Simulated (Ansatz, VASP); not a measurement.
**Cu in VASP and in Ansatz**

Contents of INCAR:

```
ALGO = Normal
EDIFF = 1E-6
ENCUT = 520
GGA = PE
GGA_COMPAT = F
ISIF = 2
ISMEAR = -1
LASPH = T
LCHARG = T
LMAXMIX = 4
LORBIT = 11
LORBMOM = T
LREAL = F
LSORBIT = T
LVHAR = T
LWAVE = F
MAGMOM = 0 0 0
NBANDS = 22
NELM = 150
PREC = Accurate
SIGMA = 0.08
```

KPOINTS

```
k-points
0
Gamma
  19 19 19
```

Contents of POSCAR:

```
Cu
1.0
    0.0000000000      1.8075000000      1.8075000000
    1.8075000000      0.0000000000      1.8075000000
    1.8075000000      1.8075000000      0.0000000000
Cu
1
Direct
    0.0000000000      0.0000000000      0.0000000000
```

Input for Ansatz:

```yaml
crystal:
  lattice:
    - [0.0, 1.8075, 1.8075]
    - [1.8075, 0.0, 1.8075]
    - [1.8075, 1.8075, 0.0]
  atoms:
    - { symbol: Cu, position: [0.0, 0.0, 0.0] }
kpoints:
  mp_grid: { grid: [19, 19, 19] }
  band_path:
    path:
      - [0.0, 0.0, 0.0]
      - [0.5, 0.0, 0.5]
      - [0.625, 0.25, 0.625]
      - [0.375, 0.375, 0.75]
      - [0.0, 0.0, 0.0]
      - [0.5, 0.5, 0.5]
      - [0.5, 0.25, 0.75]
      - [0.5, 0.0, 0.5]
    npoints: 5
scf:
  occupations: { method: fermi_dirac, width: 0.08 }
hamiltonian:
  xc: pbe
  pseudopotentials: { kind: all_electron, lapw: { basis_error: 0.00025 } }
output:
  forces: true
  stress: true
  eigenvalues: true
magnetization:
  noncollinear: true
  spin_orbit: true
```

Alike in both runs: task single point; functional PBE; k mesh 19 × 19 × 19; occupations fermi-dirac, width 0.08 eV; non-collinear spin, spin-orbit coupling.

|  | VASP | Ansatz |
| --- | --- | --- |
| version | VASP 6.6.1 | Ansatz 0.2.0 |
| potentials or method | VASP PAW PBE potentials, release 64 (Cu), cutoff 520 eV | all-electron LAPW |

|  | VASP | Ansatz | Ansatz less VASP |
| --- | --- | --- | --- |
| pressure (GPa) | 2.4 | 1.7 | -0.68 |
| net moment per atom (μB) | 0.00 | 0.00 | 0.000 |

Ansatz ran all-electron here, and VASP with PAW potentials.
